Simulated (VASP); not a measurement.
# NbBiF in VASP: further runs, part 2 of 2

VASP 6.6.1.

## 3. Single point, PBE

This run uses another cell than the first one, of 22.65 Å³/atom.

Contents of INCAR:

```
PREC = Accurate
ENCUT = 520
EDIFF = 1E-6
ISMEAR = 0
SIGMA = 0.1
LREAL = F
LASPH = T
NELM = 60
ALGO = Normal
ISIF = 2
LWAVE = F
LCHARG = F
GGA = PE
NBANDS = 24
```

Contents of KPOINTS:

```
Automatic mesh
0
Gamma
  4 4 4
```

Contents of POSCAR:

```
NbBiF
1.0
    4.0424586147      0.0000000000      0.0000000000
    0.0000000000      4.1020827483      0.0000000000
    0.0000000000      0.0000000000      4.0973399881
Nb Bi F
1 1 1
Direct
    0.5000000000      0.5000000000      0.0000000000
    0.0000000000      0.0000000000      0.0000000000
    0.5000000000      0.5000000000      0.5000000000
```

Potentials or basis: VASP PAW PBE potentials, release 64 (Nb_sv, Bi_d, F).

Command:

```sh
cat potpaw_PBE.64/Nb_sv/POTCAR potpaw_PBE.64/Bi_d/POTCAR potpaw_PBE.64/F/POTCAR > POTCAR
mpirun -np 1 vasp_std > vasp.out
```

OUTCAR:

```text
PREC = Accurate
   ENCUT = 520
   EDIFF = 1E-6
   ISMEAR = 0
   LREAL = F
   LASPH = T
   NELM = 60
   ISIF = 2
   GGA = PE

 ion  position               nearest neighbor table
   1  0.500  0.500  0.000-   3 2.05   3 2.05   2 2.88   2 2.88   2 2.88   2 2.88
   2  0.000  0.000  0.000-   1 2.88   1 2.88   1 2.88   1 2.88
   3  0.500  0.500  0.500-   1 2.05   1 2.05

  LATTYP: Found a simple orthorhombic cell.
 ALAT       =     4.0424586147
 B/A-ratio  =     1.0135762363
 C/A-ratio  =     1.0147494729

  Lattice vectors:

 A1 = (  -4.0424586147,   0.0000000000,   0.0000000000)
 A2 = (   0.0000000000,   0.0000000000,   4.0973399881)
 A3 = (   0.0000000000,   4.1020827483,   0.0000000000)

Analysis of symmetry for initial positions (statically):
=====================================================================
 Subroutine PRICEL returns:
 Original cell was already a primitive cell.

 Routine SETGRP: Setting up the symmetry group for a
 simple orthorhombic supercell.

 Subroutine GETGRP returns: Found  8 space group operations
[... 163 lines left out ...]
  free energy    TOTEN  =       -18.33917108 eV

  energy without entropy =      -18.32933224  energy(sigma->0) =      -18.33425166

 E-fermi :   6.7459     XC(G=0):  -9.9915

 val. band max:        6.7096449786   @ k =   0.0000   0.0000   0.0000
 cond. band min:       6.7623536705   @ k =   0.5000   0.5000   0.2500
 fundamental gap:      0.0527086919
 Fermi energy:         6.7459234042

 k-point     1 :       0.0000    0.0000    0.0000
  band No.  band energies     occupation
      1     -49.3278      2.00000
      2     -25.6777      2.00000
      3     -25.2933      2.00000
      4     -25.2877      2.00000
      5     -19.1708      2.00000
      6     -15.9788      2.00000
[... 637 lines left out ...]
     23      11.2040      0.00000
     24      13.9626      0.00000

 [... further k-points ...]

------------------------ aborting loop because EDIFF is reached ----------------------------------------

  FORCE on cell =-STRESS in cart. coord.  units (eV):
  Direction    XX          YY          ZZ          XY          YZ          ZX
  --------------------------------------------------------------------------------------
  -------------------------------------------------------------------------------------
  Total       -0.1032147     -0.0541962     -0.0783799      0.0000000      0.0000000      0.0000000
  in kB       -2.4338860     -1.2779904     -1.8482600      0.0000000      0.0000000      0.0000000
  external PRESSURE =      -1.8533788 kB  Pullay stress =       0.0000000 kB

 VOLUME and BASIS-vectors are now :
 -----------------------------------------------------------------------------
  energy-cutoff  :      520.00
  volume of cell :       67.94
      direct lattice vectors                 reciprocal lattice vectors
     4.042458615  0.000000000  0.000000000     0.247374208  0.000000000  0.000000000
     0.000000000  4.102082748  0.000000000     0.000000000  0.243778603  0.000000000
     0.000000000  0.000000000  4.097339988     0.000000000  0.000000000  0.244060782

 POSITION                                       TOTAL-FORCE (eV/Angst)
 -----------------------------------------------------------------------------------
      2.02123      2.05104      0.00000         0.000000      0.000000      0.000000
      0.00000      0.00000      0.00000         0.000000      0.000000      0.000000
      2.02123      2.05104      2.04867         0.000000      0.000000      0.000000
 -----------------------------------------------------------------------------------
    total drift:                                0.000000      0.000000      0.000000

  FREE ENERGIE OF THE ION-ELECTRON SYSTEM (eV)
  ---------------------------------------------------
  free  energy   TOTEN  =       -18.3391710808 eV

  energy  without entropy=      -18.3293322356  energy(sigma->0) =      -18.33425166
```

Wall time 40 s (1 thread of Intel Xeon Platinum 8259CL at 2.50GHz (Skylake/Cascade Lake), shared host); peak memory 0.2 GiB.

Results:

```yaml
Free_energy: -18.3392 eV
Pressure: -0.2 GPa
Band_gap_on_the_k_mesh: zero (an odd number of electrons rules out a gap without spin polarisation)
```

Caveat: the k points lie up to 0.39 Å⁻¹ apart, too coarse for converged energies and pressures of a metal; spin-orbit coupling is left out, which moves the levels of the heavy elements; an odd number of electrons without spin polarisation forces a metal; a magnetic or distorted state may lie lower.

## 4. Relaxation of cell and atoms, PBE

Contents of INCAR:

```
  PREC = Accurate
  ENCUT = 600
  EDIFF = 1E-6
  ISMEAR = 0
  SIGMA = 0.1
  LREAL = False
  LASPH = True
  NELM = 60
  ALGO = Normal
  ISIF = 3
  LWAVE = False
  LCHARG = False
  GGA = PE
  IBRION = 2
  NSW = 90
  EDIFFG = -0.04
```

Contents of KPOINTS:

```
regular mesh
0
Gamma
  4 4 4
```

Contents of POSCAR:

```
NbBiF
1.0
    3.7482995700      0.0000000000      0.0000000000
    0.0000000000      3.7873013400      0.0000000000
    0.0000000000      0.0000000000      3.8663228800
Nb Bi F
1 1 1
Direct
    0.5000000000      0.5000000000      0.0000000000
    0.0000000000      0.0000000000      0.0000000000
    0.5000000000      0.5000000000      0.5000000000
```

Command:

```sh
cat potpaw_PBE.64/Nb_sv/POTCAR potpaw_PBE.64/Bi_d/POTCAR potpaw_PBE.64/F/POTCAR > POTCAR
mpirun -np 1 vasp_std > vasp.out
```

It took 3 min on 1 thread of Intel Xeon Platinum 8259CL at 2.50GHz (Skylake/Cascade Lake), shared host; peak memory 0.2 GiB.

Results (log left out):

* Free energy: -18.3278 eV
* Relaxed volume: 22.55 Å³/atom
* Relaxed cell: a = 4.043 Å, b = 4.088 Å, c = 4.093 Å, α = 90.00°, β = 90.00°, γ = 90.00°
* Space group after relaxing (to 0.1 Å): P4/mmm (No. 123)
* Energy gained by relaxing: 334.2 meV/atom
* Ionic steps: 7
* Pressure after relaxing: 0.2 GPa
* Band gap on the k mesh: zero (an odd number of electrons rules out a gap without spin polarisation)

The path:
```csv
step,energy change (eV),largest force (eV/Å),pressure (GPa),volume (Å³)
1,0.0000,0.0000,30.19,54.89
2,-0.0176,0.0000,-12.94,87.08
3,-0.9925,0.0000,-0.89,68.35
4,-0.9943,0.0000,-0.28,67.86
5,-0.9944,0.0000,0.09,67.58
6,-1.0022,0.0000,0.24,67.67
7,-1.0027,0.0000,0.19,67.66
```

Final structure:
```yaml
crystal:
  lattice:
    - [4.04334, 0.00000, 0.00000]
    - [0.00000, 4.08799, 0.00000]
    - [0.00000, 0.00000, 4.09320]
  atoms:
    - { symbol: Nb, position: [0.50000, 0.50000, 0.00000] }
    - { symbol: Bi, position: [0.00000, 0.00000, 0.00000] }
    - { symbol: F, position: [0.50000, 0.50000, 0.50000] }
```

Levels at points of the mesh, in eV from the Fermi level:
```tsv
k point	band 15	band 16	band 17	band 18	band 19	band 20
(0.00, 0.00, 0.00)	-1.73	-0.21	-0.07	-0.04	0.09	0.22
(0.50, 0.00, 0.00)	-4.99	-3.08	-1.59	-0.07	0.32	2.52
(0.00, 0.50, 0.00)	-4.98	-2.99	-1.61	-0.04	0.20	2.51
(0.50, 0.50, 0.00)	-2.53	-2.47	-0.57	-0.56	0.60	0.83
(0.00, 0.00, 0.50)	-2.82	-1.54	-0.15	0.31	0.44	1.08
(0.50, 0.00, 0.50)	-4.64	-2.91	-1.88	0.43	1.10	1.86
(0.00, 0.50, 0.50)	-4.63	-2.82	-1.91	0.31	1.12	1.87
(0.50, 0.50, 0.50)	-2.47	-2.42	-1.39	0.54	0.55	0.65
```

Caveat: the k points lie up to 0.39 Å⁻¹ apart in the final cell, too coarse for converged energies and pressures of a metal; the volume moved by over 15 % at a fixed basis, so the end points are rough; spin-orbit coupling is left out, which moves the levels of the heavy elements; an odd number of electrons without spin polarisation forces a metal; a magnetic or distorted state may lie lower.

## 5. Single point, PBE

This run uses another cell than the first one, of 22.67 Å³/atom.

Contents of INCAR:

```
ALGO = Normal
EDIFF = 1E-6
ENCUT = 520
GGA = PE
ISIF = 2
ISMEAR = 0
LASPH = T
LCHARG = T
LELF = T
LREAL = F
LVHAR = T
LWAVE = F
NBANDS = 24
NELM = 60
PREC = Accurate
SIGMA = 0.1
```

Contents of KPOINTS:

```
k-points
0
Gamma
  12 12 12
```

Contents of POSCAR:

```
NbBiF
1.0
    4.0680252820      0.0000000000      0.0000000000
    0.0000000000      4.0680252820      0.0000000000
    0.0000000000      0.0000000000      4.1098202164
Nb Bi F
1 1 1
Direct
    0.5000000000      0.5000000000      0.0000000000
    0.0000000000      0.0000000000      0.0000000000
    0.5000000000      0.5000000000      0.5000000000
```

Command:

```sh
cat potpaw_PBE.64/Nb_sv/POTCAR potpaw_PBE.64/Bi_d/POTCAR potpaw_PBE.64/F/POTCAR > POTCAR
mpirun -np 1 vasp_std > vasp.out
```

Run time: 4 min. Hardware: 1 thread of Intel Xeon Platinum 8259CL at 2.50GHz (Skylake/Cascade Lake), shared host; peak memory 0.43 GiB.

Results (log left out):

- Free energy: -18.3331 eV
- Pressure: -0.2 GPa
- Band gap on the k mesh: zero (an odd number of electrons rules out a gap without spin polarisation)

Levels at points of the mesh, in eV from the Fermi level:
| k point | band 15 | band 16 | band 17 | band 18 | band 19 | band 20 |
| --- | --- | --- | --- | --- | --- | --- |
| (0.00, 0.00, 0.00) | -1.77 | -0.27 | -0.07 | -0.07 | 0.15 | 0.15 |
| (0.50, 0.00, 0.00) | -4.99 | -3.06 | -1.61 | -0.07 | 0.20 | 2.48 |
| (0.50, 0.50, 0.00) | -2.49 | -2.49 | -0.57 | -0.57 | 0.54 | 0.80 |
| (0.00, 0.00, 0.50) | -2.79 | -1.59 | -0.22 | 0.36 | 0.36 | 1.06 |
| (0.50, 0.00, 0.50) | -4.65 | -2.90 | -1.86 | 0.31 | 1.08 | 1.84 |
| (0.50, 0.50, 0.50) | -2.46 | -2.46 | -1.36 | 0.53 | 0.53 | 0.57 |

Caveat: spin-orbit coupling is left out, which moves the levels of the heavy elements; an odd number of electrons without spin polarisation forces a metal; a magnetic or distorted state may lie lower.

## 6. The runs side by side

| task | cell | k mesh | cutoff (eV) | gap on the mesh (eV) | pressure (GPa) |
| --- | --- | --- | --- | --- | --- |
| single point | a = 3.748, b = 3.787, c = 3.866 Å, 3 atoms | 4 × 4 × 4 | 520 | none | 30.2 |
| single point | a = 4.042, b = 4.102, c = 4.097 Å, 3 atoms | 4 × 4 × 4 | 520 | none | -0.2 |
| relaxation of cell and atoms | relaxed from a = 3.748, b = 3.787, c = 3.866 Å, 3 atoms | 4 × 4 × 4 | 600 | none | 0.2 |
| single point | a = 4.068, b = 4.068, c = 4.110 Å, 3 atoms | 12 × 12 × 12 | 520 | none | -0.2 |

Alike in all rows: level PBE; potentials or basis VASP PAW PBE potentials, release 64 (Nb_sv, Bi_d, F); no spin polarisation; smearing gaussian 0.1 eV.

Caveats: some runs use coarse meshes; spin-orbit coupling is left out, which moves the levels of the heavy elements; an odd number of electrons without spin polarisation forces a metal; a magnetic or distorted state may lie lower; the volume moved by over 15 % at a fixed basis, so the end points are rough (at least some runs).

Absolute energies hang on the potentials; compare differences alone.
